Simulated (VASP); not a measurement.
Here is a VASP 6.6.1 calculation.

INCAR

```
  ALGO = Normal
  EDIFF = 1E-8
  ENCUT = 520
  GGA = CA
  ISIF = 2
  ISMEAR = -1
  LASPH = T
  LCHARG = F
  LEFG = T
  LREAL = F
  LWAVE = F
  NBANDS = 27
  NELM = 60
  PREC = Accurate
  SIGMA = 0.02
```

File KPOINTS:

```
k-points
0
Gamma
  10 10 10
```

File POSCAR:

```
ZrBr
1.0
    1.7278788722      0.9975913320      9.2305385518
   -1.7278788722      0.9975913320      9.2305385518
    0.0000000000     -1.9951826639      9.2305385518
Zr Br
2 2
Direct
    0.2092000000      0.2092000000      0.2092000000
    0.7908000000      0.7908000000      0.7908000000
    0.3917000000      0.3917000000      0.3917000000
    0.6083000000      0.6083000000      0.6083000000
```

Potentials or basis: VASP PAW LDA potentials, release 64 (Zr_sv, Br).

Command:

```sh
$ cat potpaw_LDA.64/Zr_sv/POTCAR potpaw_LDA.64/Br/POTCAR > POTCAR
$ mpirun -np 1 vasp_std > vasp.out
```

Question: What does it give for the band gap on the k mesh?

Answer: Zero (bands 19 and 20 overlap by 0.30 eV).

Question: Predict the largest force.

Answer: 0.496 eV/Å.

Question: Predict the pressure.

Answer: 0.2 GPa.

Stress tensor (GPa, compression positive):
```
0.05 0.00 0.00
0.00 0.05 0.00
0.00 0.00 0.55
```

Caveat: without QUAD_EFG the Cq values of the log hold for a quadrupole moment of 1 mb, not for the nuclei.
